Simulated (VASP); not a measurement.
Crystal: Cs2TlF3.

```
CELL_PARAMETERS angstrom
4.28329 0.00000 0.00000
-2.14164 3.70944 0.00000
0.00000 0.00000 10.62852
ATOMIC_POSITIONS crystal
Cs 0.33333 0.66667 0.82713
Cs 0.66667 0.33333 0.17286
Tl 0.00000 0.00000 0.50000
F 0.33333 0.66667 0.34809
F 0.66667 0.33333 0.65191
F 0.00000 0.00000 0.00000
```

```yaml
Program: VASP 6.6.1
Task: relaxation of cell and atoms
Functional: PBEsol
Potentials_or_basis: VASP PAW PBE potentials, release 64 (Cs_sv, Tl_d, F)
Cutoff: 600 eV
k_mesh: 6 × 6 × 2
Occupations: fermi-dirac, width 0.03 eV
Spin: no spin polarisation
```

At the start: pressure -2.9 GPa; volume 28.15 Å³/atom.

Q: How do energy, volume and symmetry change on relaxing?

A: Over 10 steps the energy falls by 39.5 meV/atom and the volume is 24.46 Å³/atom (-13.1 %); space group P-3m1 (No. 164, to 0.1 Å) before and after.

The path:
```csv
step,energy change (eV),largest force (eV/Å),pressure (GPa),volume (Å³)
1,0.0000,0.0708,-2.91,168.87
2,-0.1790,0.0666,-1.68,156.68
3,-0.2346,0.0611,-0.07,147.12
4,-0.2347,0.0606,0.01,146.70
5,-0.2352,0.0480,0.01,146.70
6,-0.2363,0.0347,0.00,146.71
7,-0.2360,0.0608,0.01,146.73
8,-0.2366,0.0392,0.00,146.72
9,-0.2369,0.0211,-0.01,146.75
10,-0.2370,0.0038,-0.02,146.79
```

Final structure:
```xyz
6
Lattice="4.1071 0.0000 0.0000 -2.0536 3.5569 0.0000 0.0000 0.0000 10.0482" Properties=species:S:1:pos:R:3 pbc="T T T"
Cs    0.0000    2.3712    8.2818
Cs    2.0536    1.1856    1.7664
Tl    0.0000    0.0000    5.0241
F     0.0000    2.3712    3.5174
F     2.0536    1.1856    6.5308
F     0.0000    0.0000    0.0000
```

Caveat: the PAW data sets were made with another functional, which shifts forces and pressure a little.
